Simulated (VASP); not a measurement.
Input of a VASP 6.6.1 run:

The input INCAR:

```
SYSTEM = Ag
ALGO = Normal
EDIFF = 1E-6
ENCUT = 520
GGA = PE
ISIF = 2
ISMEAR = -1
LASPH = .TRUE.
LCHARG = .FALSE.
LREAL = .FALSE.
LWAVE = .FALSE.
NBANDS = 12
NELM = 80
PREC = Accurate
SIGMA = 0.05
```

File KPOINTS:

```
k-points
0
G
  15 15 15
  0 0 0
```

Contents of POSCAR:

```
Ag
1.0
    0.0000000000      2.0633300285      2.0633300285
    2.0633300285      0.0000000000      2.0633300285
    2.0633300285      2.0633300285      0.0000000000
Ag
1
Direct
    0.0000000000      0.0000000000      0.0000000000
```

Potentials or basis: VASP PAW PBE potentials, release 64 (Ag).

Command:

```console
$ cat potpaw_PBE.64/Ag/POTCAR > POTCAR
$ mpirun -np 1 vasp_std > vasp.out
```

Problem. Predict the pressure.

Solution. 1.3 GPa.
